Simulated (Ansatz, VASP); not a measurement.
# Two plane-wave programs on SrO

```
Sr O
1.0
     0.00000    2.53234    2.53234
     2.53234    0.00000    2.53234
     2.53234    2.53234    0.00000
Sr O
1 1
Direct
  0.00000 0.00000 0.00000
  0.50000 0.50000 0.50000
```

Alike in both runs: functional LDA; k mesh 6 × 6 × 6; occupations gaussian, width 0.02 eV; no spin polarisation.

Ansatz relaxed the structure, and its values are those at the end. VASP's run is a single point on that final structure, the one shown.

```csv
,VASP,Ansatz
version,VASP 6.6.1,Ansatz 0.2.0
potentials or method,"VASP PAW LDA potentials, release 64 (Sr_sv, O), cutoff 520 eV","scalar-relativistic, plane waves, PAW"
valence electrons in the cell,16,16
```

Ansatz gave:

| Property | Result |
| --- | --- |
| gap on the k mesh at the Fermi level (eV) | 3.12 |
| least direct gap on the mesh (eV) | 3.16 |
| pressure (GPa) | 0.0 |

**Question.** Estimate VASP's values.

**Answer.** gap on the k mesh at the Fermi level (eV): 3.06; least direct gap on the mesh (eV): 3.11; pressure (GPa): 0.8.

Ansatz warns that its potentials were made for another functional, while VASP's fit it. LDA's correlation is that of Perdew and Zunger in VASP and of Perdew and Wang (1992) in Ansatz.
